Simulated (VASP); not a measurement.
# PtS2 in VASP: settings compared, part 2 of 3

VASP 6.6.1. Earlier steps stand in the parts before.

## Step 4: Single point, PBEsol+U

Input file INCAR:

```
SYSTEM = PtS2
PREC = Accurate
ENCUT = 520
EDIFF = 1E-6
ISMEAR = -1
SIGMA = 0.05
LREAL = .FALSE.
LASPH = .TRUE.
NELM = 150
ALGO = Normal
ISIF = 2
LWAVE = .FALSE.
LCHARG = .FALSE.
LMAXMIX = 4
LDAU = .TRUE.
LDAUTYPE = 2
LDAUL = 2 -1
LDAUU = 5 0
LDAUJ = 0 0
LDAUPRINT = 1
GGA = PS
NBANDS = 18
```

Input file KPOINTS:

```
Automatic mesh
0
G
  9 9 5
  0 0 0
```

Input file POSCAR:

```
PtS2
1.0
    3.5432000000      0.0000000000      0.0000000000
   -1.7716000000      3.0685012107      0.0000000000
    0.0000000000      0.0000000000      5.0388000000
Pt S
1 2
Direct
    0.0000000000      0.0000000000      0.0000000000
    0.6666666667      0.3333333333      0.7730000000
    0.3333333333      0.6666666667      0.2270000000
```

Potentials or basis: VASP PAW PBE potentials, release 64 (Pt, S).

On the command line:

```sh
$ cat potpaw_PBE.64/Pt/POTCAR potpaw_PBE.64/S/POTCAR > POTCAR
$ mpirun -np 1 vasp_std > vasp.out
```

OUTCAR:

```text
SYSTEM = PtS2
   PREC = Accurate
   ENCUT = 520
   EDIFF = 1E-6
   ISMEAR = -1
   LREAL = .FALSE.
   LASPH = .TRUE.
   NELM = 150
   ISIF = 2
   GGA = PS

 ion  position               nearest neighbor table
   1  0.000  0.000  0.000-   2 2.34   3 2.34   2 2.34   3 2.34   2 2.34   3 2.34
   2  0.667  0.333  0.773-   1 2.34   1 2.34   1 2.34
   3  0.333  0.667  0.227-   1 2.34   1 2.34   1 2.34

  LATTYP: Found a hexagonal cell.
 ALAT       =     3.5432000000
 C/A-ratio  =     1.4221043125

  Lattice vectors:
[... 732 lines left out ...]

  FORCE on cell =-STRESS in cart. coord.  units (eV):
  Direction    XX          YY          ZZ          XY          YZ          ZX
  --------------------------------------------------------------------------------------
  -------------------------------------------------------------------------------------
  Total        0.2836983      0.2836983      1.1450624      0.0000000      0.0000000     -0.0000000
  in kB        8.2969467      8.2969467     33.4881112      0.0000000      0.0000000     -0.0000000
  external PRESSURE =      16.6940015 kB  Pullay stress =       0.0000000 kB

 VOLUME and BASIS-vectors are now :
 -----------------------------------------------------------------------------
  energy-cutoff  :      520.00
  volume of cell :       54.78
      direct lattice vectors                 reciprocal lattice vectors
     3.543200000  0.000000000  0.000000000     0.282230752  0.162946001  0.000000000
    -1.771600000  3.068501211  0.000000000     0.000000000  0.325892001  0.000000000
     0.000000000  0.000000000  5.038800000     0.000000000  0.000000000  0.198459951

 POSITION                                       TOTAL-FORCE (eV/Angst)
 -----------------------------------------------------------------------------------
      0.00000      0.00000      0.00000        -0.000000      0.000000      0.000000
      1.77160      1.02283      3.89499         0.000000      0.000000     -0.573730
     -0.00000      2.04567      1.14381        -0.000000     -0.000000      0.573730
 -----------------------------------------------------------------------------------
    total drift:                                0.000000     -0.000000      0.000000

  FREE ENERGIE OF THE ION-ELECTRON SYSTEM (eV)
  ---------------------------------------------------
  free  energy   TOTEN  =       -13.6689043905 eV

  energy  without entropy=      -13.6688829188  energy(sigma->0) =      -13.66889365
```

OSZICAR:

```text
N       E                     dE             d eps       ncg     rms          rms(c)
DAV:   1     0.117476463689E+03    0.11748E+03   -0.10443E+04  1808   0.109E+03
DAV:   2    -0.862463589779E+01   -0.12610E+03   -0.12226E+03  2206   0.221E+02
DAV:   3    -0.140877899596E+02   -0.54632E+01   -0.54272E+01  2270   0.467E+01
DAV:   4    -0.141457887361E+02   -0.57999E-01   -0.57970E-01  2406   0.532E+00
DAV:   5    -0.141466694425E+02   -0.88071E-03   -0.88066E-03  2342   0.629E-01    0.254E+01
DAV:   6    -0.136665669546E+02    0.48010E+00   -0.28097E+00  1932   0.172E+01    0.122E+01
DAV:   7    -0.136635625876E+02    0.30044E-02   -0.52032E-01  1898   0.689E+00    0.552E+00
DAV:   8    -0.136638737200E+02   -0.31113E-03   -0.75404E-02  1996   0.306E+00    0.762E-01
DAV:   9    -0.136677206864E+02   -0.38470E-02   -0.16698E-02  2188   0.105E+00    0.460E-01
DAV:  10    -0.136689444125E+02   -0.12237E-02   -0.31182E-03  2214   0.444E-01    0.220E-01
DAV:  11    -0.136689016049E+02    0.42808E-04   -0.18396E-04  2212   0.954E-02    0.471E-02
DAV:  12    -0.136689028710E+02   -0.12661E-05   -0.19768E-05  2188   0.293E-02    0.142E-02
DAV:  13    -0.136689043861E+02   -0.15150E-05   -0.42686E-06  2032   0.157E-02    0.669E-03
DAV:  14    -0.136689043905E+02   -0.44481E-08   -0.99018E-08  1074   0.273E-03
   1 F= -.13668904E+02 E0= -.13668894E+02  d E =-.214717E-04
```

stdout:

```text
POSCAR found type information on POSCAR PtS
 POSCAR found :  2 types and       3 ions
 scaLAPACK will be used
 -----------------------------------------------------------------------------
|                                                                             |
|                                                                             |
|     You enforced a specific xc type in the INCAR file but a different       |
|     I HOPE YOU KNOW WHAT YOU ARE DOING!                                     |
|                                                                             |
 -----------------------------------------------------------------------------

 LDA part: xc-table for (Slater+PW92), standard interpolation
 POSCAR, INCAR and KPOINTS ok, starting setup
 FFT: planning ... GRIDC
 FFT: planning ... GRID_SOFT
 FFT: planning ... GRID
 WAVECAR not read
 entering main loop
```

Wall time 69 s (1 thread of Intel Xeon 8259CL, shared host); peak memory 0.21 GiB.

Results:

```
Free energy            : -13.6689 eV
Pressure               : 1.7 GPa
Largest force          : 0.574 eV/Å
Band gap on the k mesh : 0.82 eV (least direct gap 0.95 eV)
```

Forces in eV/Å, atoms in the order of the input:
```
Pt   0.000  0.000  0.000
S    0.000  0.000 -0.574
S    0.000  0.000  0.574
```

Stress tensor (GPa, compression positive):
```
0.83 0.00 0.00
0.00 0.83 0.00
0.00 0.00 3.35
```

Levels at points of the mesh, in eV from the valence-band top:
```
           k point  band 9  band 10  band 11  band 12  band 13  band 14
(0.00, 0.00, 0.00)   -1.04    -1.04    -0.07     2.27     2.27     4.80
```

Eigenvalues of the final occupation matrices:
```tsv
site	spin	trace	eigenvalues
site 1 d	1	4.25	0.71 0.71 0.94 0.94 0.94
site 1 d	2	4.25	0.71 0.71 0.94 0.94 0.94
```

Caveat: the PAW data sets were made with another functional, which shifts forces and pressure a little; spin-orbit coupling is left out, which moves the levels of the heavy elements; an odd mesh through Γ misses points on the zone boundary, where band edges can lie.

## Step 5: Single point, PBEsol

Input file INCAR:

```
SYSTEM = PtS2
ALGO = Normal
EDIFF = 1E-7
ENCUT = 520
GGA = PS
ISIF = 2
ISMEAR = -1
LASPH = .True.
LCHARG = .False.
LREAL = .False.
LWAVE = .False.
NBANDS = 18
NELM = 60
PREC = Accurate
SIGMA = 0.05
```

Input file KPOINTS:

```
k-points
0
Gamma
  7 7 5
  0 0 0
```

Input file POSCAR:

```
PtS2
1.0
    3.5432000000     -0.0708640000      0.0000000000
   -1.8329700242      3.1039332107      0.0000000000
    0.0000000000      0.0000000000      5.0388000000
Pt S
1 2
Direct
    0.0000000000      0.0000000000      0.0000000000
    0.6666666667      0.3333333333      0.7730000000
    0.3333333333      0.6666666667      0.2270000000
```

On the command line:

```sh
$ cat potpaw_PBE.64/Pt/POTCAR potpaw_PBE.64/S/POTCAR > POTCAR
$ mpirun -np 1 vasp_std > vasp.out
```

It took 2.8 min on 1 thread of Intel Xeon 8259CL, shared host; peak memory 0.26 GiB.

Results (log left out):

```
Free energy            : -16.9011 eV
Pressure               : 6.3 GPa
Largest force          : 1.012 eV/Å
Band gap on the k mesh : 0.58 eV (least direct gap 1.08 eV)
```

Forces in eV/Å, atoms in the order of the input:
```
Pt   0.000  0.000  0.000
S    0.326  0.019 -0.958
S   -0.326 -0.019  0.958
```

Stress tensor (GPa, compression positive):
```
 6.65  4.03 -2.49
 4.03  6.44 -0.13
-2.49 -0.13  5.94
```

Levels at points of the mesh, in eV from the valence-band top:
```
           k point  band 8  band 9  band 10  band 11  band 12  band 13  band 14  band 15
(0.00, 0.00, 0.00)   -1.94   -1.36    -1.17    -0.25     2.25     2.37     4.53     5.50
```

Caveat: the cell stands under pressure; the PAW data sets were made with another functional, which shifts forces and pressure a little; spin-orbit coupling is left out, which moves the levels of the heavy elements; an odd mesh through Γ misses points on the zone boundary, where band edges can lie.

(Continued in part 3 of 3.)
